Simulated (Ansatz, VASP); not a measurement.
# Bi: VASP beside Ansatz

```
CELL_PARAMETERS angstrom
3.44334 0.00000 0.00000
-1.72167 2.98202 0.00000
0.00000 0.00000 11.47525
ATOMIC_POSITIONS crystal
Bi 0.00000 0.00000 0.00000
Bi 0.00000 0.00000 0.50000
Bi 0.33333 0.66667 0.25000
Bi 0.66667 0.33333 0.75000
```

Alike in both runs: task single point; functional LDA; k mesh 12 × 12 × 3; occupations fermi-dirac, width 0.1 eV; no spin polarisation.

|  | VASP | Ansatz |
| --- | --- | --- |
| version | VASP 6.6.1 | Ansatz 0.2.0 |
| potentials or method | VASP PAW LDA potentials, release 64 (Bi_d), cutoff 520 eV | plane waves (420 eV) with PAW, scalar-relativistic |
| valence electrons in the cell | 60 | 60 |

Ansatz gave:

```
pressure (GPa)                                                : -0.2
traceless stress, the component that is largest in VASP (GPa) : 0.24
```

Task: Which values does VASP return?

Result: Pressure (GPa): -0.1; traceless stress, the component that is largest in VASP (GPa): 0.23.

Ansatz warns that its potentials were made for another functional, while VASP's fit it. LDA's correlation is that of Perdew and Zunger in VASP and of Perdew and Wang (1992) in Ansatz.

Neither program's run includes spin-orbit coupling.
